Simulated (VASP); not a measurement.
# Rb (I4/mmm) in VASP: a series of runs

Runs on Rb. Level: PBEsol. Tasks: single point.

All numbers are computed with VASP 6.6.1; they aren't measurements. Logs are shortened: lines on timing, memory, paths and dates and some standing lists are left out, and cuts for length are marked.

## Step 1: The cell of the first run

It takes space group I4/mmm (No. 139, tetragonal). The conventional cell has a = 5.331 Å, b = 5.331 Å, c = 5.893 Å, α = 90.00°, β = 90.00°, γ = 90.00°.

## Step 2: Single point, PBEsol (strain -0.050 along x and y, +0.050 along z)

The input, INCAR:

```
PREC = Accurate
ENCUT = 520
EDIFF = 1E-6
ISMEAR = 0
SIGMA = 0.15
LREAL = False
LASPH = True
NELM = 60
ALGO = Fast
ISIF = 2
LWAVE = False
LCHARG = False
GGA = PS
NBANDS = 10
```

The input, KPOINTS:

```
regular mesh
0
Gamma
  12 12 12
```

The input, POSCAR:

```
Rb
1.0
   -2.6657000000      2.6657000000      2.9463000000
    2.6657000000     -2.6657000000      2.9463000000
    2.6657000000      2.6657000000     -2.9463000000
Rb
1
Direct
    0.0000000000      0.0000000000      0.0000000000
```

Potentials or basis: VASP PAW PBE potentials, release 64 (Rb_sv).

Command:

```console
$ cat potpaw_PBE.64/Rb_sv/POTCAR > POTCAR
$ mpirun -np 1 vasp_std > vasp.out
```

OUTCAR:

```text
PREC = Accurate
   ENCUT = 520
   EDIFF = 1E-6
   ISMEAR = 0
   LREAL = False
   LASPH = True
   NELM = 60
   ISIF = 2
   GGA = PS

 ion  position               nearest neighbor table
   1  0.000  0.000  0.000-

  LATTYP: Found a body centered tetragonal cell.
 ALAT       =     5.3314000000
 C/A-ratio  =     1.1052631579

  Lattice vectors:

 A1 = (  -2.6657000000,   2.6657000000,   2.9463000000)
 A2 = (   2.6657000000,  -2.6657000000,   2.9463000000)
 A3 = (   2.6657000000,   2.6657000000,  -2.9463000000)

Analysis of symmetry for initial positions (statically):
=====================================================================
 Subroutine PRICEL returns:
 Original cell was already a primitive cell.

 Routine SETGRP: Setting up the symmetry group for a
 body centered tetragonal supercell.

 Subroutine GETGRP returns: Found 16 space group operations
 (whereof 16 operations were pure point group operations)
 out of a pool of 16 trial point group operations.

The static configuration has the point symmetry D_4h.

Analysis of symmetry for dynamics (positions and initial velocities):
=====================================================================
 Subroutine PRICEL returns:
 Original cell was already a primitive cell.

 Routine SETGRP: Setting up the symmetry group for a
 body centered tetragonal supercell.

 Subroutine GETGRP returns: Found 16 space group operations
 (whereof 16 operations were pure point group operations)
 out of a pool of 16 trial point group operations.

The dynamic configuration has the point symmetry D_4h.

 Subroutine INISYM returns: Found 16 space group operations
 (whereof 16 operations are pure point group operations),
 and found     1 'primitive' translations

----------------------------------------------------------------------------------------

                                     Primitive cell

  volume of cell :      83.7451

  direct lattice vectors                    reciprocal lattice vectors
    -2.665700000  2.665700000  2.946300000     0.000000000  0.187567993  0.169704375
     2.665700000 -2.665700000  2.946300000     0.187567993  0.000000000  0.169704375
     2.665700000  2.665700000 -2.946300000     0.187567993  0.187567993  0.000000000

  length of vectors
     4.784620849  4.784620849  4.784620849     0.252945304  0.252945304  0.265261200

  position of ions in fractional coordinates (direct lattice)
     0.000000000  0.000000000  0.000000000

  ion indices of the primitive-cell ions
   primitive index   ion index
                 1           1

----------------------------------------------------------------------------------------

 KPOINTS: regular mesh

Automatic generation of k-mesh.
 Grid dimensions read from file:
 generate k-points for:   12   12   12

 Generating k-lattice:

  Cartesian coordinates                     Fractional coordinates (reciprocal lattice)
     0.000000000  0.015630666  0.014142031     0.083333333 -0.000000000  0.000000000
     0.015630666  0.000000000  0.014142031    -0.000000000  0.083333333  0.000000000
     0.015630666  0.015630666  0.000000000     0.000000000  0.000000000  0.083333333

  Length of vectors
     0.021078775  0.021078775  0.022105100

  Shift w.r.t. Gamma in fractional coordinates (k-lattice)
     0.000000000  0.000000000  0.000000000

 Subroutine IBZKPT returns following result:
 ===========================================

 Found    163 irreducible k-points:

 Following reciprocal coordinates:
            Coordinates               Weight
  0.000000  0.000000  0.000000      1.000000
  0.083333  0.000000 -0.000000      8.000000
  0.166667  0.000000 -0.000000      8.000000
  0.250000  0.000000 -0.000000      8.000000
  0.333333  0.000000 -0.000000      8.000000
  0.416667  0.000000 -0.000000      8.000000
[... 16 lines left out ...]
  0.500000  0.166667 -0.000000     16.000000
 -0.416667  0.166667  0.000000     16.000000
 [... further k-points ...]
   k-points           NKPTS =    163   k-points in BZ     NKDIM =    163   number of bands    NBANDS=     10
   number of dos      NEDOS =    301   number of ions     NIONS =      1
   total plane-waves  NPLWV =  46656
   dimension x,y,z NGX =    36 NGY =   36 NGZ =   36
   dimension x,y,z NGXF=    72 NGYF=   72 NGZF=   72
   ions per type =               1
   NGX,Y,Z   is equivalent  to a cutoff of  12.51, 12.51, 12.51 a.u.
   NGXF,Y,Z  is equivalent  to a cutoff of  25.02, 25.02, 25.02 a.u.
 SYSTEM =  unknown system
   PREC   = accura    normal or accurate (medium, high low for compatibility)
   ISTART =      0    job   : 0-new  1-cont  2-samecut
   ICHARG =      2    charge: 1-file 2-atom 10-const
   ISPIN  =      1    spin polarized calculation?
   LNONCOLLINEAR =      F non collinear calculations
   LSORBIT =      F    spin-orbit coupling
   LASPH  =      T    aspherical Exc in radial PAW
   ENCUT  =  520.0 eV  38.22 Ry    6.18 a.u.   8.90  8.90  8.90*2*pi/ulx,y,z
   NELM   =     60;   NELMIN=  2; NELMDL= -5     # of ELM steps
   EDIFF  = 0.1E-05   stopping-criterion for ELM
   LREAL  =      F    real-space projection
   EDIFFG = 0.1E-04   stopping-criterion for IOM
   NSW    =      0    number of steps for IOM
   IBRION =     -1    ionic relax: 0-MD 1-quasi-New 2-CG
   NFREE  =      0    steps in history (QN), initial steepest desc. (CG)
   ISIF   =      2    stress and relaxation
   ISYM   =      2    0-nonsym 1-usesym 2-fastsym
   POTIM  = 0.5000    time-step for ionic-motion
   TEBEG  =    0.0;   TEEND  =   0.0 temperature during run
   PSTRESS=    0.0 pullay stress
   NELECT =       9.0000    total number of electrons
   NUPDOWN=      -1.0000    fix difference up-down
   EMIN   =  10.00;   EMAX   =-10.00  energy-range for DOS
   EFERMI =   0.00;   METHOD = LEGACY
   ISMEAR =     0;   SIGMA  =   0.15  broadening in eV -4-tet -1-fermi 0-gaus
   EFERMI_NEDOS =   21; number of points for ismear=-14 and -15
   IALGO  =     68    algorithm
   IMIX   =      4    mixing-type and parameters
     AMIX     =   0.40;   BMIX     =  1.00
     AMIX_MAG =   1.60;   BMIX_MAG =  1.00
  volume/ion in A,a.u.               =      83.75       565.14
  Fermi-wavevector in a.u.,A,eV,Ry     =   0.778340  1.470849  8.242581  0.605813
  Thomas-Fermi vector in A             =   1.881215
   LORBIT       =      0    0 simple, 1 ext, 2 COOP (PROOUT), +10 PAW based schemes
   GGA     = PS    functional components
   LHFCALC =     F    Hartree Fock is set to
   AEXX    =    0.0000 exact exchange contribution
   IVDW    =     0    specifies the selected vdW correction
   LEPSILON=     F    determine dielectric tensor
   LRPA    =     F    only Hartree local field effects (RPA)
 non-spin polarized calculation
 RMM-DIIS sequential band-by-band and
 Gauss-broadening in eV      SIGMA  =   0.15
  energy-cutoff  :      520.00
  volume of cell :       83.75
 maximum number of plane-waves:      2270
   NGX = 17   NGY = 17   NGZ = 17

 number of electron       9.0000000 magnetization

 Free energy of the ion-electron system (eV)
  ---------------------------------------------------
  ext. energy  EPLUGINS =         0.00000000
  ---------------------------------------------------
  free energy    TOTEN  =        -1.02797210 eV

  energy without entropy =       -1.01711341  energy(sigma->0) =       -1.02254275

 E-fermi :   0.1337     XC(G=0):  -5.7318

 val. band max:        0.1220116256   @ k =  -0.4167   0.4167   0.0833
 cond. band min:       0.1613560119   @ k =  -0.3333  -0.3333   0.3333
 fundamental gap:      0.0393443863
 Fermi energy:         0.1336713578

 k-point     1 :       0.0000    0.0000    0.0000
  band No.  band energies     occupation
      1     -28.6786      2.00000
      2     -12.7164      2.00000
      3     -12.7164      2.00000
      4     -12.7155      2.00000
      5      -1.9541      2.00000
      6       3.7551      0.00000
      7       3.7551      0.00000
      8       4.2593      0.00000
      9       4.5320      0.00000
     10       5.2418      0.00000

 k-point     2 :       0.0833    0.0000   -0.0000
  band No.  band energies     occupation
      1     -28.6782      2.00000
      2     -12.7249      2.00000
      3     -12.7189      2.00000
      4     -12.7159      2.00000
      5      -1.8678      2.00000
      6       3.6312      0.00000
      7       3.7441      0.00000
      8       4.2383      0.00000
      9       4.4185      0.00000
     10       5.1353      0.00000

 k-point     3 :       0.1667    0.0000   -0.0000
  band No.  band energies     occupation
      1     -28.6771      2.00000
      2     -12.7491      2.00000
      3     -12.7258      2.00000
      4     -12.7159      2.00000
      5      -1.6151      2.00000
      6       3.1773      0.00000
      7       3.5989      0.00000
      8       4.3680      0.00000
      9       4.3962      0.00000
     10       4.9854      0.00000

 k-point     4 :       0.2500    0.0000   -0.0000
  band No.  band energies     occupation
      1     -28.6756      2.00000
      2     -12.7818      2.00000
      3     -12.7351      2.00000
      4     -12.7159      2.00000
      5      -1.2144      2.00000
      6       2.5640      0.00000
      7       3.3525      0.00000
      8       4.4924      0.00000
      9       4.7351      0.00000
     10       4.9360      0.00000

 k-point     5 :       0.3333    0.0000   -0.0000
  band No.  band energies     occupation
      1     -28.6740      2.00000
      2     -12.8139      2.00000
      3     -12.7444      2.00000
      4     -12.7159      2.00000
      5      -0.6970      2.00000
      6       1.9377      0.00000
      7       3.1310      0.00000
      8       4.5031      0.00000
      9       5.0516      0.00000
     10       5.2743      0.00000

 k-point     6 :       0.4167    0.0000   -0.0000
  band No.  band energies     occupation
      1     -28.6729      2.00000
      2     -12.8371      2.00000
      3     -12.7512      2.00000
      4     -12.7158      2.00000
      5      -0.1158      1.98135
      6       1.3281      0.00000
      7       2.9859      0.00000
      8       4.4067      0.00000
      9       5.2797      0.00000
     10       5.9776      0.00000

 k-point     7 :       0.5000    0.0000   -0.0000
  band No.  band energies     occupation
      1     -28.6725      2.00000
      2     -12.8455      2.00000
      3     -12.7537      2.00000
      4     -12.7158      2.00000
      5       0.2999      0.11696
      6       0.9108      0.00000
      7       2.9359      0.00000
      8       4.3449      0.00000
      9       5.5617      0.00000
     10       5.7013      0.00000

 k-point     8 :       0.0833    0.0833   -0.0000
  band No.  band energies     occupation
      1     -28.6775      2.00000
      2     -12.7406      2.00000
      3     -12.7224      2.00000
      4     -12.7171      2.00000
      5      -1.7066      2.00000
      6       3.3778      0.00000
      7       3.6112      0.00000
      8       4.2888      0.00000
      9       4.3381      0.00000
     10       5.1604      0.00000

 k-point     9 :       0.1667    0.0833   -0.0000
  band No.  band energies     occupation
      1     -28.6762      2.00000
      2     -12.7674      2.00000
      3     -12.7309      2.00000
      4     -12.7177      2.00000
      5      -1.3867      2.00000
      6       2.8712      0.00000
      7       3.3590      0.00000
      8       4.3580      0.00000
      9       4.5797      0.00000
     10       5.1378      0.00000
[... 118 lines left out ...]
 k-point    19 :       0.1667    0.1667   -0.0000
  band No.  band energies     occupation
      1     -28.6749      2.00000
      2     -12.7902      2.00000
      3     -12.7406      2.00000
      4     -12.7208      2.00000
      5      -1.0106      2.00000
      6       2.4923      0.00000
      7       3.0000      0.00000
      8       4.4563      0.00000
      9       4.7411      0.00000
     10       5.2954      0.00000

 k-point    20 :       0.2500    0.1667   -0.0000
  band No.  band energies     occupation
      1     -28.6735      2.00000
      2     -12.8118      2.00000
      3     -12.7533      2.00000
      4     -12.7229      2.00000
      5      -0.5124      2.00000
      6       2.0294      0.00000
      7       2.7048      0.00000
      8       4.5048      0.00000
      9       4.8122      0.00000
     10       5.5203      0.00000

 k-point    21 :       0.3333    0.1667   -0.0000
  band No.  band energies     occupation
      1     -28.6725      2.00000
      2     -12.8275      2.00000
      3     -12.7634      2.00000
      4     -12.7246      2.00000
      5       0.0653      1.48089
      6       1.4886      0.00000
      7       2.5389      0.00000
      8       4.2967      0.00000
      9       5.1341      0.00000
     10       5.6227      0.00000

 k-point    22 :       0.4167    0.1667   -0.0000
  band No.  band energies     occupation
      1     -28.6721      2.00000
      2     -12.8340      2.00000
      3     -12.7668      2.00000
      4     -12.7261      2.00000
      5       0.5800      0.00003
      6       0.9885      0.00000
      7       2.4962      0.00000
      8       4.1999      0.00000
      9       5.3425      0.00000
     10       5.5690      0.00000

 k-point    23 :       0.5000    0.1667   -0.0000
  band No.  band energies     occupation
      1     -28.6724      2.00000
      2     -12.8298      2.00000
      3     -12.7624      2.00000
      4     -12.7272      2.00000
      5       0.1822      0.64698
      6       1.3690      0.00000
      7       2.5563      0.00000
      8       4.2745      0.00000
      9       5.1282      0.00000
     10       5.7081      0.00000

 k-point    24 :      -0.4167    0.1667    0.0000
  band No.  band energies     occupation
      1     -28.6733      2.00000
      2     -12.8153      2.00000
      3     -12.7519      2.00000
      4     -12.7277      2.00000
      5      -0.4029      2.00000
      6       1.9331      0.00000
      7       2.6925      0.00000
      8       4.3717      0.00000
      9       4.9672      0.00000
     10       5.5625      0.00000

 [... further k-points ...]
[... 5 lines left out ...]
  --------------------------------------------------------------------------------------
  -------------------------------------------------------------------------------------
  Total        0.0550152      0.0550152      0.0502784      0.0000000     -0.0000000      0.0000000
  in kB        1.0525277      1.0525277      0.9619052      0.0000000     -0.0000000      0.0000000
  external PRESSURE =       1.0223202 kB  Pullay stress =       0.0000000 kB

 VOLUME and BASIS-vectors are now :
 -----------------------------------------------------------------------------
  energy-cutoff  :      520.00
  volume of cell :       83.75
      direct lattice vectors                 reciprocal lattice vectors
    -2.665700000  2.665700000  2.946300000     0.000000000  0.187567993  0.169704375
     2.665700000 -2.665700000  2.946300000     0.187567993  0.000000000  0.169704375
     2.665700000  2.665700000 -2.946300000     0.187567993  0.187567993  0.000000000

 POSITION                                       TOTAL-FORCE (eV/Angst)
 -----------------------------------------------------------------------------------
      0.00000      0.00000      0.00000         0.000000     -0.000000     -0.000000
 -----------------------------------------------------------------------------------
    total drift:                               -0.000000      0.000000      0.000000

  FREE ENERGIE OF THE ION-ELECTRON SYSTEM (eV)
  ---------------------------------------------------
  free  energy   TOTEN  =        -1.0279720960 eV

  energy  without entropy=       -1.0171134101  energy(sigma->0) =       -1.02254275
```

Wall time 36 s (1 thread of Intel Xeon 6975P-C (Granite Rapids), shared host); peak memory 0.28 GiB.

Results:

```yaml
Free_energy: -1.0280 eV
Pressure: 0.1 GPa
```

Caveat: the cell differs from its parent crystal (strain -0.050 along x and y, +0.050 along z); the PAW data sets were made with another functional, which shifts forces and pressure a little.

## Step 3: Single point, PBEsol (strain +0.000 along x and y, -0.050 along z)

The input, INCAR:

```
SYSTEM = Rb
ALGO = Fast
EDIFF = 1E-7
ENCUT = 520
GGA = PS
ISIF = 2
ISMEAR = 0
LASPH = .True.
LCHARG = .False.
LREAL = .False.
LWAVE = .False.
NBANDS = 10
NELM = 100
PREC = Accurate
SIGMA = 0.15
```

The input, KPOINTS:

```
k-points
0
Gamma
  12 12 12
  0 0 0
```

The input, POSCAR:

```
Rb
1.0
   -2.8060000000      2.8060000000      2.6657000000
    2.8060000000     -2.8060000000      2.6657000000
    2.8060000000      2.8060000000     -2.6657000000
Rb
1
Direct
    0.0000000000      0.0000000000      0.0000000000
```

Potentials or basis: VASP PAW PBE potentials, release 64 (Rb_sv).

Command:

```console
$ cat potpaw_PBE.64/Rb_sv/POTCAR > POTCAR
$ mpirun -np 1 vasp_std > vasp.out
```

Wall time 44 s (1 thread of Intel Xeon 6975P-C (Granite Rapids), shared host); peak memory 0.28 GiB.

It converged, with:

| Quantity | Value |
| --- | --- |
| Free energy | -1.0282 eV |
| Pressure | 0.1 GPa |

Levels at points of the mesh, in eV from the Fermi level:
| k point | band 3 | band 4 | band 5 | band 6 | band 7 | band 8 |
| --- | --- | --- | --- | --- | --- | --- |
| (0.00, 0.00, 0.00) | -12.85 | -12.85 | -2.08 | 3.58 | 3.86 | 3.86 |
| (0.50, 0.00, 0.00) | -12.89 | -12.85 | 0.25 | 0.89 | 2.51 | 4.48 |
| (0.50, 0.50, 0.00) | -12.89 | -12.84 | 0.16 | 0.76 | 2.80 | 4.29 |
| (0.50, 0.50, 0.50) | -12.94 | -12.93 | 1.14 | 1.28 | 3.29 | 3.29 |

Caveat: the cell differs from its parent crystal (strain +0.000 along x and y, -0.050 along z); the PAW data sets were made with another functional, which shifts forces and pressure a little.

[end of part 1 of 2]
